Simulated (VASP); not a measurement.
A run of VASP 6.6.1:

File INCAR:

```
  ALGO = Normal
  EDIFF = 1E-8
  ENCUT = 520
  GGA = PS
  ISIF = 2
  ISMEAR = -1
  LASPH = True
  LCHARG = False
  LEFG = True
  LREAL = False
  LWAVE = False
  NBANDS = 19
  NELM = 60
  PREC = Accurate
  SIGMA = 0.03
```

The input KPOINTS:

```
k-points
0
Gamma
  16 16 8
```

POSCAR

```
Zn
1.0
    2.6647980532      0.0133239903      0.0133239903
   -1.3208601126      2.3011208149      0.0048769189
    0.0247335000      0.0247335000      4.9467000000
Zn
2
Direct
    0.3333333333      0.6666666667      0.2500000000
    0.6666666667      0.3333333333      0.7500000000
```

Potentials or basis: VASP PAW PBE potentials, release 64 (Zn).

Run with:

```console
$ cat potpaw_PBE.64/Zn/POTCAR > POTCAR
$ mpirun -np 1 vasp_std > vasp.out
```

Hardware: 1 thread of Intel Xeon 8259CL (shared host).

**Question.** Estimate the wall time of this run.

**Answer.** It took 18 min on 1 thread of Intel Xeon 8259CL (shared host), peak memory 0.54 GiB. Counts: scf iterations 13, k points 1028.
